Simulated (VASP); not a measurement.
Set up this calculation in VASP 6.6.1, as the native input.

```yaml
Task: single point
Functional: LDA
Potentials_or_basis: VASP PAW LDA potentials, release 64 (Cu)
Cutoff: 600 eV
k_mesh: 11 × 11 × 11
Occupations: fermi-dirac, width 0.05 eV
Spin: no spin polarisation
Dipole_correction: no
Further_INCAR_settings: ALGO = Normal; EDIFF = 1e-06; NBANDS = 18
```

The structure of Cu lies in POSCAR:

```
Cu
1.0
    1.2102858349     -3.9496901055      0.0000000000
    1.2102858349      3.9496901055      0.0000000000
    0.0000000000      0.0000000000      2.4588809590
Cu
2
Direct
    0.8661333500      0.1338666500      0.7500000000
    0.1338666500      0.8661333500      0.2500000000
```

These files were run (other wordings do the same):

INCAR

```
SYSTEM = Cu
ALGO = Normal
EDIFF = 1E-6
ENCUT = 600
GGA = CA
GGA_COMPAT = .FALSE.
ISIF = 2
ISMEAR = -1
LASPH = .TRUE.
LCHARG = .FALSE.
LREAL = .FALSE.
LWAVE = .FALSE.
NBANDS = 18
NELM = 120
PREC = Accurate
SIGMA = 0.05
```

KPOINTS

```
k-points
0
G
  11 11 11
  0 0 0
```

Potentials or basis: VASP PAW LDA potentials, release 64 (Cu).

Command:

```bash
$ cat potpaw_LDA.64/Cu/POTCAR > POTCAR
$ mpirun -np 1 vasp_std > vasp.out
```

Results of the run:

```yaml
Pressure: -3.6 GPa
Largest_force: 0.012 eV/Å
Band_gap_on_the_k_mesh: zero (bands 11 and 12 overlap by 5.51 eV)
```

Caveat: the cell stands under tension.

Run time: 2.8 min on 1 thread of Intel Xeon 8259CL, on a shared host, peak memory 0.22 GiB.
